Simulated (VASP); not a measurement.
# Y (Cmce) in VASP: a series of runs

Y is run at these levels: PBEsol; tasks: single point, relaxation of cell and atoms.

Everything below comes from runs of VASP 6.6.1. Logs are shortened: lines on timing, memory, paths and dates and some standing lists are left out, and cuts for length are marked.

### Step 1. The cell of the first run

It takes space group Cmce (No. 64, orthorhombic). Conventional cell: a = 6.813 Å, b = 4.503 Å, c = 9.184 Å, α = 90.00°, β = 90.00°, γ = 90.00°. Within 3.4 Å of Y (site symmetry m) lie 3 Y at 2.54 to 3.32 Å.

### Step 2. Single point, PBEsol

File INCAR:

```
ALGO = Fast
EDIFF = 1E-6
ENCUT = 520
GGA = PS
ISIF = 2
ISMEAR = 0
LASPH = T
LCHARG = F
LREAL = F
LWAVE = F
NBANDS = 30
NELM = 100
PREC = Accurate
SIGMA = 0.1
```

File KPOINTS:

```
k-points
0
Gamma
  6 6 2
```

File POSCAR:

```
Y
1.0
    3.4064735246     -2.2514184081      0.0000000000
    3.4064735246      2.2514184081      0.0000000000
    0.0000000000      0.0000000000      9.1840967804
Y
4
Direct
    0.8500000000      0.1500000000      0.1170000000
    0.6500000000      0.3500000000      0.6170000000
    0.1500000000      0.8500000000      0.8830000000
    0.3500000000      0.6500000000      0.3830000000
```

Potentials or basis: VASP PAW PBE potentials, release 64 (Y_sv).

On the command line:

```
$ cat potpaw_PBE.64/Y_sv/POTCAR > POTCAR
$ mpirun -np 1 vasp_std > vasp.out
```

OUTCAR:

```text
EDIFF = 1E-6
   ENCUT = 520
   GGA = PS
   ISIF = 2
   ISMEAR = 0
   LASPH = T
   LREAL = F
   NELM = 100
   PREC = Accurate

 ion  position               nearest neighbor table
   1  0.850  0.150  0.117-   3 2.54   4 3.32   4 3.32   3 3.81   3 4.13   3 4.13   4 4.19   4 4.19

   2  0.650  0.350  0.617-   4 2.54   3 3.32   3 3.32   4 3.81   4 4.13   4 4.13   3 4.19   3 4.19

   3  0.150  0.850  0.883-   1 2.54   2 3.32   2 3.32   1 3.81   1 4.13   1 4.13   2 4.19   2 4.19

   4  0.350  0.650  0.383-   2 2.54   1 3.32   1 3.32   2 3.81   2 4.13   2 4.13   1 4.19   1 4.19

  LATTYP: Found a base centered orthorhombic cell.
 ALAT       =     4.5028368162
 B/A-ratio  =     1.5130344108
 C/A-ratio  =     2.0396246089

  Lattice vectors:

 A1 = (  -3.4064735246,  -2.2514184081,   0.0000000000)
 A2 = (   3.4064735246,  -2.2514184081,   0.0000000000)
 A3 = (   0.0000000000,   0.0000000000,   9.1840967804)

Analysis of symmetry for initial positions (statically):
=====================================================================
 Subroutine PRICEL returns:
 Original cell was already a primitive cell.

 Routine SETGRP: Setting up the symmetry group for a
 base centered orthorhombic supercell.

 Subroutine GETGRP returns: Found  8 space group operations
 (whereof  4 operations were pure point group operations)
 out of a pool of  8 trial point group operations.

The static configuration has the point symmetry C_2h.
 The point group associated with its full space group is D_2h.

Analysis of symmetry for dynamics (positions and initial velocities):
=====================================================================
 Subroutine PRICEL returns:
 Original cell was already a primitive cell.

 Routine SETGRP: Setting up the symmetry group for a
 base centered orthorhombic supercell.

 Subroutine GETGRP returns: Found  8 space group operations
 (whereof  4 operations were pure point group operations)
 out of a pool of  8 trial point group operations.

The dynamic configuration has the point symmetry C_2h.
 The point group associated with its full space group is D_2h.

 Subroutine INISYM returns: Found  8 space group operations
 (whereof  4 operations are pure point group operations),
 and found     1 'primitive' translations

----------------------------------------------------------------------------------------

                                     Primitive cell

  volume of cell :     140.8730

  direct lattice vectors                    reciprocal lattice vectors
     3.406473525 -2.251418408  0.000000000     0.146779359 -0.222082221  0.000000000
     3.406473525  2.251418408  0.000000000     0.146779359  0.222082221  0.000000000
     0.000000000  0.000000000  9.184096780     0.000000000  0.000000000  0.108883870

  length of vectors
     4.083251979  4.083251979  9.184096780     0.266204232  0.266204232  0.108883870

  position of ions in fractional coordinates (direct lattice)
     0.850000000  0.150000000  0.117000000
     0.650000000  0.350000000  0.617000000
     0.150000000  0.850000000  0.883000000
     0.350000000  0.650000000  0.383000000

  ion indices of the primitive-cell ions
   primitive index   ion index
                 1           1
                 2           2
                 3           3
                 4           4

----------------------------------------------------------------------------------------

 KPOINTS: k-points

Automatic generation of k-mesh.
 Grid dimensions read from file:
 generate k-points for:    6    6    2

 Generating k-lattice:

  Cartesian coordinates                     Fractional coordinates (reciprocal lattice)
     0.024463226 -0.037013703  0.000000000     0.166666667  0.000000000  0.000000000
     0.024463226  0.037013703  0.000000000     0.000000000  0.166666667  0.000000000
     0.000000000  0.000000000  0.054441935     0.000000000  0.000000000  0.500000000

  Length of vectors
     0.044367372  0.044367372  0.054441935

  Shift w.r.t. Gamma in fractional coordinates (k-lattice)
     0.000000000  0.000000000  0.000000000

 Subroutine IBZKPT returns following result:
 ===========================================

 Found     26 irreducible k-points:

 Following reciprocal coordinates:
            Coordinates               Weight
  0.000000  0.000000  0.000000      1.000000
  0.166667 -0.000000  0.000000      4.000000
  0.333333 -0.000000  0.000000      4.000000
  0.500000  0.000000  0.000000      2.000000
  0.166667  0.166667  0.000000      2.000000
  0.333333  0.166667  0.000000      4.000000
[... 16 lines left out ...]
  0.333333  0.333333  0.500000      2.000000
  0.500000  0.333333  0.500000      4.000000
 [... further k-points ...]
   k-points           NKPTS =     26   k-points in BZ     NKDIM =     26   number of bands    NBANDS=     30
   number of dos      NEDOS =    301   number of ions     NIONS =      4
   total plane-waves  NPLWV =  63000
   dimension x,y,z NGX =    30 NGY =   30 NGZ =   70
   dimension x,y,z NGXF=    60 NGYF=   60 NGZF=  140
   ions per type =               4
   NGX,Y,Z   is equivalent  to a cutoff of  12.21, 12.21, 12.67 a.u.
   NGXF,Y,Z  is equivalent  to a cutoff of  24.43, 24.43, 25.34 a.u.
 SYSTEM =  unknown system
   PREC   = accura    normal or accurate (medium, high low for compatibility)
   ISTART =      0    job   : 0-new  1-cont  2-samecut
   ICHARG =      2    charge: 1-file 2-atom 10-const
   ISPIN  =      1    spin polarized calculation?
   LNONCOLLINEAR =      F non collinear calculations
   LSORBIT =      F    spin-orbit coupling
   LASPH  =      T    aspherical Exc in radial PAW
   ENCUT  =  520.0 eV  38.22 Ry    6.18 a.u.   7.59  7.59 17.08*2*pi/ulx,y,z
   NELM   =    100;   NELMIN=  2; NELMDL= -5     # of ELM steps
   EDIFF  = 0.1E-05   stopping-criterion for ELM
   LREAL  =      F    real-space projection
   EDIFFG = 0.1E-04   stopping-criterion for IOM
   NSW    =      0    number of steps for IOM
   IBRION =     -1    ionic relax: 0-MD 1-quasi-New 2-CG
   NFREE  =      0    steps in history (QN), initial steepest desc. (CG)
   ISIF   =      2    stress and relaxation
   ISYM   =      2    0-nonsym 1-usesym 2-fastsym
   POTIM  = 0.5000    time-step for ionic-motion
   TEBEG  =    0.0;   TEEND  =   0.0 temperature during run
   PSTRESS=    0.0 pullay stress
   NELECT =      44.0000    total number of electrons
   NUPDOWN=      -1.0000    fix difference up-down
   EMIN   =  10.00;   EMAX   =-10.00  energy-range for DOS
   EFERMI =   0.00;   METHOD = LEGACY
   ISMEAR =     0;   SIGMA  =   0.10  broadening in eV -4-tet -1-fermi 0-gaus
   EFERMI_NEDOS =   21; number of points for ismear=-14 and -15
   IALGO  =     68    algorithm
   IMIX   =      4    mixing-type and parameters
     AMIX     =   0.40;   BMIX     =  1.00
     AMIX_MAG =   1.60;   BMIX_MAG =  1.00
  volume/ion in A,a.u.               =      35.22       237.66
  Fermi-wavevector in a.u.,A,eV,Ry     =   1.110750  2.099014 16.786413  1.233767
  Thomas-Fermi vector in A             =   2.247306
   LORBIT       =      0    0 simple, 1 ext, 2 COOP (PROOUT), +10 PAW based schemes
   GGA     = PS    functional components
   LHFCALC =     F    Hartree Fock is set to
   AEXX    =    0.0000 exact exchange contribution
   IVDW    =     0    specifies the selected vdW correction
   LEPSILON=     F    determine dielectric tensor
   LRPA    =     F    only Hartree local field effects (RPA)
 non-spin polarized calculation
 RMM-DIIS sequential band-by-band and
 Gauss-broadening in eV      SIGMA  =   0.10
  energy-cutoff  :      520.00
  volume of cell :      140.87
 maximum number of plane-waves:      3819
   NGX = 15   NGY = 15   NGZ = 35

 number of electron      44.0000001 magnetization

 Free energy of the ion-electron system (eV)
  ---------------------------------------------------
  ext. energy  EPLUGINS =         0.00000000
  ---------------------------------------------------
  free energy    TOTEN  =       -23.60645569 eV

  energy without entropy =      -23.56342932  energy(sigma->0) =      -23.58494250

 E-fermi :   2.2184     XC(G=0):  -9.1777

 val. band max:        2.2121400516   @ k =   0.5000   0.0000   0.5000
 cond. band min:       2.2326002878   @ k =   0.3333   0.1667   0.0000
 fundamental gap:      0.0204602362
 Fermi energy:         2.2183966721

 k-point     1 :       0.0000    0.0000    0.0000
  band No.  band energies     occupation
      1     -40.6693      2.00000
      2     -40.6172      2.00000
      3     -40.2316      2.00000
      4     -40.1753      2.00000
      5     -21.8132      2.00000
      6     -21.6735      2.00000
[... 22 lines left out ...]
     29       4.5351      0.00000
     30       4.6602      0.00000

 k-point     2 :       0.1667   -0.0000    0.0000
  band No.  band energies     occupation
      1     -40.6632      2.00000
      2     -40.6181      2.00000
      3     -40.2282      2.00000
      4     -40.1795      2.00000
      5     -21.8079      2.00000
      6     -21.6895      2.00000
[... 22 lines left out ...]
     29       4.4419      0.00000
     30       4.5203      0.00000

 k-point     3 :       0.3333   -0.0000    0.0000
  band No.  band energies     occupation
      1     -40.6484      2.00000
      2     -40.6223      2.00000
      3     -40.2188      2.00000
      4     -40.1907      2.00000
      5     -21.7932      2.00000
      6     -21.7278      2.00000
[... 22 lines left out ...]
     29       4.5362      0.00000
     30       4.6634      0.00000

 k-point     4 :       0.5000    0.0000    0.0000
  band No.  band energies     occupation
      1     -40.6326      2.00000
      2     -40.6326      2.00000
      3     -40.2052      2.00000
      4     -40.2052      2.00000
      5     -21.7669      2.00000
      6     -21.7669      2.00000
[... 616 lines left out ...]
     29       4.8856      0.00000
     30       4.8884      0.00000

 k-point    23 :       0.3333    0.3333    0.5000
  band No.  band energies     occupation
      1     -40.6369      2.00000
      2     -40.6369      2.00000
      3     -40.1988      2.00000
      4     -40.1988      2.00000
      5     -21.7460      2.00000
      6     -21.7460      2.00000
[... 22 lines left out ...]
     29       5.1241      0.00000
     30       5.1241      0.00000

 k-point    24 :       0.5000    0.3333    0.5000
  band No.  band energies     occupation
      1     -40.6338      2.00000
      2     -40.6338      2.00000
      3     -40.1997      2.00000
      4     -40.1997      2.00000
      5     -21.7498      2.00000
      6     -21.7498      2.00000
[... 22 lines left out ...]
     29       5.4105      0.00000
     30       5.4107      0.00000

 [... further k-points ...]
[... 5 lines left out ...]
  --------------------------------------------------------------------------------------
  -------------------------------------------------------------------------------------
  Total      -10.5887926     -1.4729802      7.2430719      0.0000000      0.0000000      0.0000000
  in kB     -120.4285194    -16.7525068     82.3769489      0.0000000      0.0000000      0.0000000
  external PRESSURE =     -18.2680258 kB  Pullay stress =       0.0000000 kB

 VOLUME and BASIS-vectors are now :
 -----------------------------------------------------------------------------
  energy-cutoff  :      520.00
  volume of cell :      140.87
      direct lattice vectors                 reciprocal lattice vectors
     3.406473525 -2.251418408  0.000000000     0.146779359 -0.222082221  0.000000000
     3.406473525  2.251418408  0.000000000     0.146779359  0.222082221  0.000000000
     0.000000000  0.000000000  9.184096780     0.000000000  0.000000000  0.108883870

 POSITION                                       TOTAL-FORCE (eV/Angst)
 -----------------------------------------------------------------------------------
      3.40647     -1.57599      1.07454         0.000000      1.979983      2.056354
      3.40647     -0.67543      5.66659         0.000000     -1.979983      2.056354
      3.40647      1.57599      8.10956         0.000000     -1.979983     -2.056354
      3.40647      0.67543      3.51751         0.000000      1.979983     -2.056354
 -----------------------------------------------------------------------------------
    total drift:                               -0.000000     -0.000000     -0.000000

  FREE ENERGIE OF THE ION-ELECTRON SYSTEM (eV)
  ---------------------------------------------------
  free  energy   TOTEN  =       -23.6064556919 eV

  energy  without entropy=      -23.5634293180  energy(sigma->0) =      -23.58494250
```

Wall time 2 min (1 thread of Intel Xeon 6975P-C (Granite Rapids), shared host); peak memory 0.29 GiB.

What came out:

```
Free energy            : -23.6065 eV
Pressure               : -1.8 GPa
Largest force          : 2.855 eV/Å
Band gap on the k mesh : zero (bands 22 and 23 overlap by 0.52 eV)
```

Forces in eV/Å, atoms in the order of the input:
```
Y    0.000  1.980  2.056
Y    0.000 -1.980  2.056
Y    0.000 -1.980 -2.056
Y    0.000  1.980 -2.056
```

Levels at points of the mesh, in eV from the Fermi level:
| k point | band 20 | band 21 | band 22 | band 23 | band 24 | band 25 |
| --- | --- | --- | --- | --- | --- | --- |
| (0.00, 0.00, 0.00) | -1.42 | 0.06 | 0.34 | 0.66 | 0.72 | 0.92 |
| (0.50, 0.00, 0.00) | -1.14 | -0.03 | -0.03 | 0.48 | 0.48 | 0.86 |
| (0.50, 0.50, 0.00) | -0.53 | -0.50 | -0.25 | -0.10 | 0.04 | 0.53 |
| (0.00, 0.00, 0.50) | -1.30 | 0.23 | 0.23 | 0.45 | 0.45 | 1.46 |
| (0.50, 0.00, 0.50) | -1.08 | -0.01 | -0.01 | 0.17 | 0.17 | 1.15 |
| (0.50, 0.50, 0.50) | -0.94 | -0.52 | -0.52 | -0.10 | -0.10 | 0.17 |

Caveat: the stress differs along the axes, from -12 to 8 GPa; the PAW data sets were made with another functional, which shifts forces and pressure a little.

### Step 3. Relaxation of cell and atoms, PBEsol

File INCAR:

```
SYSTEM = Y
ALGO = Fast ; EDIFF = 1E-6
EDIFFG = -0.04 ; ENCUT = 600
GGA = PS ; IBRION = 2
ISIF = 3 ; ISMEAR = 0
LASPH = .True. ; LCHARG = .False.
LREAL = .False. ; LWAVE = .False.
NELM = 100 ; NSW = 90
PREC = Accurate ; SIGMA = 0.1
```

File KPOINTS:

```
k-points
0
Gamma
  4 4 2
  0 0 0
```

POSCAR is that of step 2.

Potentials or basis: VASP PAW PBE potentials, release 64 (Y_sv).

On the command line:

```
$ cat potpaw_PBE.64/Y_sv/POTCAR > POTCAR
$ mpirun -np 1 vasp_std > vasp.out
```

OUTCAR:

```text
SYSTEM = Y
   EDIFF = 1E-6
   EDIFFG = -0.04
   ENCUT = 600
   GGA = PS
   IBRION = 2
   ISIF = 3
   ISMEAR = 0
   LASPH = .True.
   LREAL = .False.
   NELM = 100
   NSW = 90
   PREC = Accurate

 ion  position               nearest neighbor table
   1  0.850  0.150  0.117-   3 2.54   4 3.32   4 3.32   3 3.81   3 4.13   3 4.13   4 4.19   4 4.19

   2  0.650  0.350  0.617-   4 2.54   3 3.32   3 3.32   4 3.81   4 4.13   4 4.13   3 4.19   3 4.19

   3  0.150  0.850  0.883-   1 2.54   2 3.32   2 3.32   1 3.81   1 4.13   1 4.13   2 4.19   2 4.19

   4  0.350  0.650  0.383-   2 2.54   1 3.32   1 3.32   2 3.81   2 4.13   2 4.13   1 4.19   1 4.19

  LATTYP: Found a base centered orthorhombic cell.
 ALAT       =     4.5028368162
 B/A-ratio  =     1.5130344108
 C/A-ratio  =     2.0396246089

  Lattice vectors:

[... 302 lines left out ...]
      6     -19.1160      2.00000
[... 395 lines left out ...]
     25       5.4593      0.00000
     26       5.4593      0.00000

[... ionic steps 4 to 13 ...]

--------------------------------------- Ionic step       14  -------------------------------------------

 number of electron      43.9999999 magnetization

------------------------ aborting loop because EDIFF is reached ----------------------------------------
[... 71 lines left out ...]
--------------------------------------- Ionic step       16  -------------------------------------------

 number of electron      43.9999999 magnetization

 Free energy of the ion-electron system (eV)
  ---------------------------------------------------
  ext. energy  EPLUGINS =         0.00000000
  ---------------------------------------------------
  free energy    TOTEN  =       -27.25434702 eV

  energy without entropy =      -27.23885268  energy(sigma->0) =      -27.24659985

 E-fermi :   3.2516     XC(G=0):  -9.7795

 val. band max:        3.0152335948   @ k =   0.2500   0.0000   0.5000
 cond. band min:       3.2690125645   @ k =  -0.2500   0.2500   0.0000
 fundamental gap:      0.2537789698
 Fermi energy:         3.2516454420

 k-point     1 :       0.0000    0.0000    0.0000
  band No.  band energies     occupation
      1     -39.2691      2.00000
      2     -39.2223      2.00000
      3     -39.2223      2.00000
      4     -39.1752      2.00000
      5     -19.5563      2.00000
      6     -19.2616      2.00000
[... 426 lines left out ...]
  FREE ENERGIE OF THE ION-ELECTRON SYSTEM (eV)
  ---------------------------------------------------
  free  energy   TOTEN  =       -27.2543470249 eV

  energy  without entropy=      -27.2388526841  energy(sigma->0) =      -27.24659985

 reached required accuracy - stopping structural energy minimisation
```

OSZICAR:

```text
N       E                     dE             d eps       ncg     rms          rms(c)
DAV:   1     0.254919981307E+03    0.25492E+03   -0.23927E+04   728   0.176E+03
DAV:   2    -0.136012147464E+01   -0.25628E+03   -0.25366E+03   830   0.401E+02
DAV:   3    -0.230774274494E+02   -0.21717E+02   -0.21292E+02  1204   0.660E+01
[... 568 lines left out ...]
RMM:   8    -0.272543395864E+02   -0.83176E-05   -0.87832E-05  1014   0.256E-02    0.102E-02
RMM:   9    -0.272543438241E+02   -0.42377E-05   -0.35844E-05   948   0.194E-02    0.637E-03
RMM:  10    -0.272543454514E+02   -0.16273E-05   -0.21390E-05   777   0.128E-02    0.292E-03
RMM:  11    -0.272543465030E+02   -0.10516E-05   -0.11315E-05   551   0.818E-03    0.344E-03
RMM:  12    -0.272543470249E+02   -0.52194E-06   -0.60475E-06   461   0.581E-03
  16 F= -.27254347E+02 E0= -.27246600E+02  d E =-.227651E-01
```

Run time: 32 min. Hardware: 1 thread of Intel Xeon 6975P-C (Granite Rapids), shared host; peak memory 0.39 GiB.

What came out:

```yaml
Free_energy: -27.2543 eV
Relaxed_volume: 30.88 Å³/atom
Relaxed_cell: a = 3.442 Å, b = 3.442 Å, c = 10.425 Å, α = 90.00°, β = 90.00°, γ = 90.14°
Space_group_after_relaxing_to_0.1_Å: I4/mmm (No. 139)
Energy_gained_by_relaxing: 912.9 meV/atom
Ionic_steps: 16
Pressure_after_relaxing: 0.2 GPa
Band_gap_on_the_k_mesh: zero (bands 22 and 23 overlap by 1.07 eV)
```

The path:
```
step  energy change (eV)  largest force (eV/Å)  pressure (GPa)  volume (Å³)
   1              0.0000                2.8931           -1.90       140.87
   2             -2.4636                0.8750           -1.87       131.01
   3             -2.9977                0.5116            0.78       123.79
   4             -3.0285                0.6213            1.79       121.51
   5             -3.1724                0.4923           -0.69       128.14
   6             -3.1974                0.4371           -1.77       131.44
   7             -3.3120                0.4034           -1.61       129.99
   8             -3.5055                0.2994           -0.45       125.05
   9             -3.5082                0.2958           -0.10       124.06
  10             -3.5616                0.2518            0.32       122.98
  11             -3.6017                0.1504            1.27       120.67
  12             -3.6287                0.0562           -0.26       124.77
  13             -3.6288                0.0600           -0.19       124.59
  14             -3.6434                0.0364           -0.06       124.17
  15             -3.6507                0.0119            0.10       123.72
  16             -3.6515                0.0009            0.17       123.52
```

Final structure:
```
CELL_PARAMETERS angstrom
2.43093 -2.43686 0.00000
2.43093 2.43686 0.00000
0.00000 0.00000 10.42548
ATOMIC_POSITIONS crystal
Y 0.75004 0.24996 0.12499
Y 0.74996 0.25004 0.62499
Y 0.24996 0.75004 0.87501
Y 0.25004 0.74996 0.37501
```

Caveat: the k points lie up to 0.46 Å⁻¹ apart in the final cell, too coarse for converged energies and pressures of a metal; a cell axis changed by over 15 % at a fixed basis, so the end point is rough; the PAW data sets were made with another functional, which shifts forces and pressure a little.

The gap in the log of VASP goes by the Fermi energy; the results here count the filled bands.